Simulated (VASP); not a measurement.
# CsPbBr3 (P4/mmm) in VASP: further runs

The runs below take CsPbBr3 through single point, with PBEsol.

Program: VASP 6.6.1. These are calculated values, not measurements. Logs are shortened: lines on timing, memory, paths and dates and some standing lists are left out, and cuts for length are marked.

## Step 1: The cell of the first run

Symmetry: P4/mmm, No. 123, tetragonal system. Conventional cell: a = 5.870 Å, b = 5.870 Å, c = 6.134 Å, α = 90.00°, β = 90.00°, γ = 90.00°. Cs (site symmetry 4/mmm) has 12 Br at 4.15 to 4.25 Å and 8 Pb at 5.16 Å within 5.4 Å. Within 3.9 Å of Pb (site symmetry 4/mmm) lie 6 Br at 2.94 to 3.07 Å. Within 3.9 Å of Br (site symmetry mmm) lie 2 Pb at 2.94 Å. Br (site symmetry 4/mmm) has 2 Pb at 3.07 Å and 4 Cs at 4.15 Å and 8 Br at 4.25 Å within 4.3 Å.

## Step 2: Single point, PBEsol (strain +0.0450 x Voigt [0, 1, 0, 0, 0, 0])

The input, INCAR:

```
SYSTEM = CsPbBr3
PREC = Accurate ; ENCUT = 520
EDIFF = 1E-6 ; ISMEAR = 0
SIGMA = 0.05 ; LREAL = .FALSE.
LASPH = .TRUE. ; NELM = 60
ALGO = Normal ; ISIF = 2
LWAVE = .FALSE. ; LCHARG = .TRUE.
GGA = PS ; LELF = .TRUE.
LVHAR = .TRUE. ; NBANDS = 30
```

The input, KPOINTS:

```
Automatic mesh
0
G
  6 6 6
  0 0 0
```

The input, POSCAR:

```
CsPbBr3
1.0
    5.8700000000      0.0000000000      0.0000000000
    0.0000000000      6.1341500000      0.0000000000
    0.0000000000      0.0000000000      5.8700000000
Cs Pb Br
1 1 3
Direct
    0.0000000000      0.0000000000      0.0000000000
    0.5000000000      0.5000000000      0.5000000000
    0.0000000000      0.5000000000      0.5000000000
    0.5000000000      0.0000000000      0.5000000000
    0.5000000000      0.5000000000      0.0000000000
```

Potentials or basis: VASP PAW PBE potentials, release 64 (Cs_sv, Pb_d, Br).

Started as:

```
$ cat potpaw_PBE.64/Cs_sv/POTCAR potpaw_PBE.64/Pb_d/POTCAR potpaw_PBE.64/Br/POTCAR > POTCAR
$ mpirun -np 1 vasp_std > vasp.out
```

OUTCAR:

```text
SYSTEM = CsPbBr3
   PREC = Accurate
   ENCUT = 520
   EDIFF = 1E-6
   ISMEAR = 0
   LREAL = .FALSE.
   LASPH = .TRUE.
   NELM = 60
   ISIF = 2
   GGA = PS

 ion  position               nearest neighbor table
   1  0.000  0.000  0.000-
   2  0.500  0.500  0.500-   3 2.94   5 2.94   5 2.94   3 2.94   4 3.07   4 3.07
   3  0.000  0.500  0.500-   2 2.94   2 2.94
   4  0.500  0.000  0.500-   2 3.07   2 3.07
   5  0.500  0.500  0.000-   2 2.94   2 2.94

  LATTYP: Found a simple tetragonal cell.
 ALAT       =     5.8700000000
 C/A-ratio  =     1.0450000000

  Lattice vectors:

 A1 = (  -5.8700000000,   0.0000000000,   0.0000000000)
 A2 = (   0.0000000000,   0.0000000000,   5.8700000000)
 A3 = (   0.0000000000,   6.1341500000,   0.0000000000)

Analysis of symmetry for initial positions (statically):
=====================================================================
 Subroutine PRICEL returns:
 Original cell was already a primitive cell.

 Routine SETGRP: Setting up the symmetry group for a
 simple tetragonal supercell.

 Subroutine GETGRP returns: Found 16 space group operations
 (whereof 16 operations were pure point group operations)
 out of a pool of 16 trial point group operations.

The static configuration has the point symmetry D_4h.

Analysis of symmetry for dynamics (positions and initial velocities):
=====================================================================
 Subroutine PRICEL returns:
 Original cell was already a primitive cell.

 Routine SETGRP: Setting up the symmetry group for a
 simple tetragonal supercell.

 Subroutine GETGRP returns: Found 16 space group operations
 (whereof 16 operations were pure point group operations)
 out of a pool of 16 trial point group operations.

The dynamic configuration has the point symmetry D_4h.

 Subroutine INISYM returns: Found 16 space group operations
 (whereof 16 operations are pure point group operations),
 and found     1 'primitive' translations

----------------------------------------------------------------------------------------

                                     Primitive cell

  volume of cell :     211.3638

  direct lattice vectors                    reciprocal lattice vectors
     5.870000000  0.000000000  0.000000000     0.170357751  0.000000000  0.000000000
     0.000000000  6.134150000  0.000000000     0.000000000  0.163021772  0.000000000
[... 91 lines left out ...]
   EDIFF  = 0.1E-05   stopping-criterion for ELM
   LREAL  =      F    real-space projection
   EDIFFG = 0.1E-04   stopping-criterion for IOM
   NSW    =      0    number of steps for IOM
   IBRION =     -1    ionic relax: 0-MD 1-quasi-New 2-CG
   NFREE  =      0    steps in history (QN), initial steepest desc. (CG)
   ISIF   =      2    stress and relaxation
   ISYM   =      2    0-nonsym 1-usesym 2-fastsym
   POTIM  = 0.5000    time-step for ionic-motion
   TEBEG  =    0.0;   TEEND  =   0.0 temperature during run
   PSTRESS=    0.0 pullay stress
   NELECT =      44.0000    total number of electrons
   NUPDOWN=      -1.0000    fix difference up-down
   EMIN   =  10.00;   EMAX   =-10.00  energy-range for DOS
   EFERMI =   0.00;   METHOD = LEGACY
   ISMEAR =     0;   SIGMA  =   0.05  broadening in eV -4-tet -1-fermi 0-gaus
   EFERMI_NEDOS =   21; number of points for ismear=-14 and -15
   IALGO  =     38    algorithm
   IMIX   =      4    mixing-type and parameters
     AMIX     =   0.40;   BMIX     =  1.00
     AMIX_MAG =   1.60;   BMIX_MAG =  1.00
  volume/ion in A,a.u.               =      42.27       285.27
  Fermi-wavevector in a.u.,A,eV,Ry     =   0.970247  1.833500 12.808235  0.941379
  Thomas-Fermi vector in A             =   2.100366
   LORBIT       =      0    0 simple, 1 ext, 2 COOP (PROOUT), +10 PAW based schemes
   GGA     = PS    functional components
   LHFCALC =     F    Hartree Fock is set to
   AEXX    =    0.0000 exact exchange contribution
   IVDW    =     0    specifies the selected vdW correction
   LEPSILON=     F    determine dielectric tensor
   LRPA    =     F    only Hartree local field effects (RPA)
 non-spin polarized calculation
 Gauss-broadening in eV      SIGMA  =   0.05
  energy-cutoff  :      520.00
  volume of cell :      211.36
 maximum number of plane-waves:      5728
 NGX is ok and might be reduce to    48
   NGX = 21   NGY = 23   NGZ = 21

 number of electron      44.0000005 magnetization

 Free energy of the ion-electron system (eV)
  ---------------------------------------------------
  ext. energy  EPLUGINS =         0.00000000
  ---------------------------------------------------
  free energy    TOTEN  =       -16.75431752 eV

  energy without entropy =      -16.75431752  energy(sigma->0) =      -16.75431752

 E-fermi :   0.9344     XC(G=0):  -7.6258

 val. band max:        0.7322921556   @ k =   0.5000   0.5000   0.5000
 cond. band min:       2.1326300347   @ k =   0.5000   0.5000   0.5000
 fundamental gap:      1.4003378792
 Fermi energy:         0.9344290054

 k-point     1 :       0.0000    0.0000    0.0000
  band No.  band energies     occupation
      1     -20.5548      2.00000
      2     -15.9628      2.00000
      3     -15.9256      2.00000
      4     -15.8105      2.00000
      5     -15.8105      2.00000
      6     -15.7979      2.00000
[... 781 lines left out ...]
     29       6.7339      0.00000
     30       6.8651      0.00000

 [... further k-points ...]

------------------------ aborting loop because EDIFF is reached ----------------------------------------

  FORCE on cell =-STRESS in cart. coord.  units (eV):
  Direction    XX          YY          ZZ          XY          YZ          ZX
  --------------------------------------------------------------------------------------
  -------------------------------------------------------------------------------------
  Total       -0.3216362     -2.3327963     -0.3216362     -0.0000000      0.0000000      0.0000000
  in kB       -2.4380627    -17.6830347     -2.4380627     -0.0000000      0.0000000      0.0000000
  external PRESSURE =      -7.5197200 kB  Pullay stress =       0.0000000 kB

 VOLUME and BASIS-vectors are now :
 -----------------------------------------------------------------------------
  energy-cutoff  :      520.00
  volume of cell :      211.36
      direct lattice vectors                 reciprocal lattice vectors
     5.870000000  0.000000000  0.000000000     0.170357751  0.000000000  0.000000000
     0.000000000  6.134150000  0.000000000     0.000000000  0.163021772  0.000000000
     0.000000000  0.000000000  5.870000000     0.000000000  0.000000000  0.170357751

 POSITION                                       TOTAL-FORCE (eV/Angst)
 -----------------------------------------------------------------------------------
      0.00000      0.00000      0.00000         0.000000      0.000000      0.000000
      2.93500      3.06707      2.93500         0.000000      0.000000      0.000000
      0.00000      3.06707      2.93500         0.000000      0.000000      0.000000
      2.93500      0.00000      2.93500         0.000000      0.000000      0.000000
      2.93500      3.06707      0.00000         0.000000      0.000000      0.000000
 -----------------------------------------------------------------------------------
    total drift:                                0.000000     -0.000000     -0.000000

  FREE ENERGIE OF THE ION-ELECTRON SYSTEM (eV)
  ---------------------------------------------------
  free  energy   TOTEN  =       -16.7543175221 eV

  energy  without entropy=      -16.7543175220  energy(sigma->0) =      -16.75431752
```

OSZICAR:

```text
N       E                     dE             d eps       ncg     rms          rms(c)
DAV:   1     0.382875318895E+03    0.38288E+03   -0.18418E+04  2400   0.129E+03
DAV:   2     0.314787375756E+02   -0.35140E+03   -0.33623E+03  2810   0.292E+02
DAV:   3    -0.155949031732E+02   -0.47074E+02   -0.46446E+02  3072   0.116E+02
DAV:   4    -0.172745703958E+02   -0.16797E+01   -0.16748E+01  2990   0.281E+01
DAV:   5    -0.173277463524E+02   -0.53176E-01   -0.53161E-01  2968   0.446E+00    0.420E+00
DAV:   6    -0.167943839844E+02    0.53336E+00   -0.83681E-01  3602   0.917E+00    0.238E+00
DAV:   7    -0.167470366744E+02    0.47347E-01   -0.42879E-01  3590   0.362E+00    0.911E-01
DAV:   8    -0.167538633286E+02   -0.68267E-02   -0.53564E-02  3028   0.180E+00    0.191E-01
DAV:   9    -0.167540005425E+02   -0.13721E-03   -0.76326E-03  3642   0.657E-01    0.952E-02
DAV:  10    -0.167542047024E+02   -0.20416E-03   -0.74093E-04  2912   0.148E-01    0.442E-02
DAV:  11    -0.167543146312E+02   -0.10993E-03   -0.22998E-04  2924   0.100E-01    0.105E-02
DAV:  12    -0.167543172609E+02   -0.26297E-05   -0.20785E-05  3542   0.339E-02    0.866E-03
DAV:  13    -0.167543175221E+02   -0.26116E-06   -0.19736E-06  2354   0.790E-03
   1 F= -.16754318E+02 E0= -.16754318E+02  d E =-.104220E-10
```

stdout:

```text
POSCAR found type information on POSCAR CsPbBr
 POSCAR found :  3 types and       5 ions
 scaLAPACK will be used
 -----------------------------------------------------------------------------
|                                                                             |
|                                                                             |
|     You enforced a specific xc type in the INCAR file but a different       |
|     I HOPE YOU KNOW WHAT YOU ARE DOING!                                     |
|                                                                             |
 -----------------------------------------------------------------------------

 LDA part: xc-table for (Slater+PW92), standard interpolation
 POSCAR, INCAR and KPOINTS ok, starting setup
 FFT: planning ... GRIDC
 FFT: planning ... GRID_SOFT
 FFT: planning ... GRID
 WAVECAR not read
 entering main loop
```

Wall time 1.9 min (1 thread of Intel Xeon 6975P-C (Granite Rapids), shared host); peak memory 0.47 GiB.

Results:

* Free energy: -16.7543 eV
* Pressure: -0.8 GPa
* Band gap on the k mesh: 1.40 eV

Levels at points of the mesh, in eV from the valence-band top:
| k point | band 18 | band 19 | band 20 | band 21 | band 22 | band 23 | band 24 | band 25 | band 26 | band 27 |
| --- | --- | --- | --- | --- | --- | --- | --- | --- | --- | --- |
| (0.00, 0.00, 0.00) | -1.88 | -1.88 | -1.79 | -1.79 | -1.79 | 3.07 | 4.24 | 4.33 | 4.96 | 4.96 |
| (0.50, 0.00, 0.00) | -2.07 | -2.01 | -1.90 | -1.87 | -1.23 | 2.61 | 4.56 | 4.78 | 5.10 | 5.34 |
| (0.00, 0.50, 0.00) | -1.96 | -1.96 | -1.89 | -1.89 | -1.46 | 2.49 | 4.41 | 5.06 | 5.10 | 5.47 |
| (0.50, 0.50, 0.00) | -2.12 | -2.05 | -2.04 | -1.47 | -0.72 | 1.98 | 2.24 | 5.06 | 5.26 | 5.58 |
| (0.50, 0.00, 0.50) | -2.08 | -2.08 | -2.06 | -1.42 | -0.49 | 2.10 | 2.10 | 4.34 | 5.28 | 5.62 |
| (0.50, 0.50, 0.50) | -2.03 | -1.45 | -1.45 | -1.41 | 0.00 | 1.40 | 1.67 | 1.67 | 4.58 | 5.27 |

Caveat: the cell differs from its parent crystal (strain +0.0450 x Voigt [0, 1, 0, 0, 0, 0]); the PAW data sets were made with another functional, which shifts forces and pressure a little; spin-orbit coupling is left out, which moves the levels of the heavy elements.

## Step 3: Single point, PBEsol (strain +0.0525 x Voigt [0, 1, 0, 0, 0, 0])

The input, INCAR:

```
PREC     = Accurate       # precision mode
ENCUT    = 520            # plane-wave cutoff, eV
EDIFF    = 1E-7           # SCF threshold, eV
ISMEAR   = 0              # smearing method
SIGMA    = 0.05           # smearing width, eV
LREAL    = False          # projectors in reciprocal space
LASPH    = True           # aspherical terms in the spheres
NELM     = 100            # most SCF steps
ALGO     = Normal         # electronic algorithm
ISIF     = 2              # what is computed and relaxed
LWAVE    = False          # write WAVECAR
LCHARG   = True           # write CHGCAR
GGA      = PS             # functional
LELF     = True           # ELF
LVHAR    = True         
NBANDS   = 30             # bands
```

The input, KPOINTS:

```
Automatic mesh
0
Gamma
  6 6 6
```

POSCAR: that of step 2 with these lines changed.

```diff
@@ -3,3 +3,3 @@
     5.8700000000      0.0000000000      0.0000000000
-    0.0000000000      6.1341500000      0.0000000000
+    0.0000000000      6.1781750000      0.0000000000
     0.0000000000      0.0000000000      5.8700000000
```

Potentials or basis: VASP PAW PBE potentials, release 64 (Cs_sv, Pb_d, Br).

Started as:

```
$ cat potpaw_PBE.64/Cs_sv/POTCAR potpaw_PBE.64/Pb_d/POTCAR potpaw_PBE.64/Br/POTCAR > POTCAR
$ mpirun -np 1 vasp_std > vasp.out
```

It took 2.5 min on 1 thread of Intel Xeon 6975P-C (Granite Rapids), shared host; peak memory 0.47 GiB.

Results (log left out):

```yaml
Free_energy: -16.7368 eV
Pressure: -0.8 GPa
Band_gap_on_the_k_mesh: 1.39 eV
```

Stress tensor (GPa, compression positive):
```
-0.28  0.00  0.00
 0.00 -1.97  0.00
 0.00  0.00 -0.28
```

Levels at points of the mesh, in eV from the valence-band top:
```csv
k point,band 18,band 19,band 20,band 21,band 22,band 23,band 24,band 25,band 26,band 27
"(0.00, 0.00, 0.00)",-1.84,-1.84,-1.76,-1.75,-1.75,3.09,4.27,4.38,4.99,4.99
"(0.50, 0.00, 0.00)",-2.03,-1.96,-1.86,-1.83,-1.20,2.62,4.58,4.70,5.12,5.37
"(0.00, 0.50, 0.00)",-1.90,-1.90,-1.86,-1.86,-1.46,2.49,4.41,5.07,5.10,5.50
"(0.50, 0.50, 0.00)",-2.09,-2.01,-1.98,-1.44,-0.72,1.98,2.27,5.09,5.28,5.58
"(0.50, 0.00, 0.50)",-2.03,-2.03,-2.03,-1.38,-0.46,2.11,2.11,4.26,5.30,5.63
"(0.50, 0.50, 0.50)",-2.00,-1.42,-1.42,-1.38,0.00,1.39,1.70,1.70,4.60,5.28
```

Caveat: the cell differs from its parent crystal (strain +0.0525 x Voigt [0, 1, 0, 0, 0, 0]); the PAW data sets were made with another functional, which shifts forces and pressure a little; spin-orbit coupling is left out, which moves the levels of the heavy elements. A k mesh can miss the band edges.
